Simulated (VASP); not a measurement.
Here is a VASP 6.6.1 calculation.

POSCAR

```
Al
1.0
    2.8124553515      0.0000000000      0.0000000000
   -1.4062276757      2.4356577814      0.0000000000
    0.0000000000      0.0000000000      4.8668500000
Al
2
Direct
    0.3333333333      0.6666666667      0.2500000000
    0.6666666667      0.3333333333      0.7500000000
```

INCAR.step1

```
PREC = Accurate
ENCUT = 520
EDIFF = 1E-5
ISMEAR = -1
SIGMA = 0.05
LREAL = F
LASPH = T
NELM = 80
ALGO = Normal
ISIF = 2
LWAVE = T
NBANDS = 10
GGA = PE
```

The input INCAR.step2:

```
PREC = Accurate
ENCUT = 520
EDIFF = 1E-7
ISMEAR = -1
SIGMA = 0.05
LREAL = F
LASPH = T
NELM = 80
ALGO = Normal
ISIF = 2
LWAVE = F
LCHARG = T
METAGGA = R2SCAN
LHFCALC = T
AEXX = 0.25
LMIXTAU = T
PRECFOCK = Normal
LELF = T
LVHAR = T
NBANDS = 10
ISTART = 1
```

The input KPOINTS:

```
Automatic mesh
0
Gamma
  6 6 3
```

Potentials or basis: VASP PAW PBE potentials, release 64 (Al).

The run is started by

```bash
$ cat potpaw_PBE.64/Al/POTCAR > POTCAR
$ cp INCAR.step1 INCAR
$ mpirun -np 1 vasp_std > vasp.out
$ cp INCAR.step2 INCAR
$ mpirun -np 1 vasp_std > vasp.out
```

Question: What does it give for the pressure?

Answer: -0.8 GPa.

Question: Estimate the band gap on the k mesh.

Answer: Zero (band 3 reaches 9.97 eV, above the bottom of band 4 at 4.98 eV).

Stress tensor (GPa, compression positive):
```
 2.81  0.00  0.00
 0.00  2.81  0.00
 0.00  0.00 -7.89
```

Caveat: the k points lie up to 0.43 Å⁻¹ apart; the PAW data sets were made with another functional, which shifts forces and pressure a little.
